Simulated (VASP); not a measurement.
Runs of VASP 6.6.1 on ZrAl2N3. The structure is that of space group I-4m2 (No. 119), or close to it. The cells are those of the table. 

```tsv
task	cell	k mesh	cutoff (eV)	gap on the mesh (eV)	pressure (GPa)	largest force (eV/Å)
single point	a = 7.280 Å, angles 154.1, 154.1, 37.0°, 6 atoms	8 × 8 × 8	520	none	-0.3	0.03
single point	a = 7.276 Å, angles 154.1, 154.1, 37.0°, 6 atoms	16 × 16 × 16	520	none	-0.1	0.03
single point	a = 7.467 Å, angles 154.2, 154.2, 36.9°, 6 atoms	8 × 8 × 8	520	none	-4.5	(a)
relaxation of cell and atoms	relaxed from a = 7.467 Å, angles 154.2, 154.2, 36.9°, 6 atoms	8 × 8 × 8	600	none	-0.1	0.01
```

Alike in all rows: level PBE; potentials or basis VASP PAW PBE potentials, release 64 (Zr_sv, Al, N); no spin polarisation; smearing gaussian 0.1 eV.

Question: Fill in the values left out.

Answer: (a) 2.65.

Caveats: forces of over 1 eV/Å act on the atoms, so gaps and moduli don't describe the material at rest (some runs).

A k mesh can miss the band edges, and the runs leave out spin-orbit coupling on Zr.

A gap of «none» marks levels without a gap at the run's occupations.
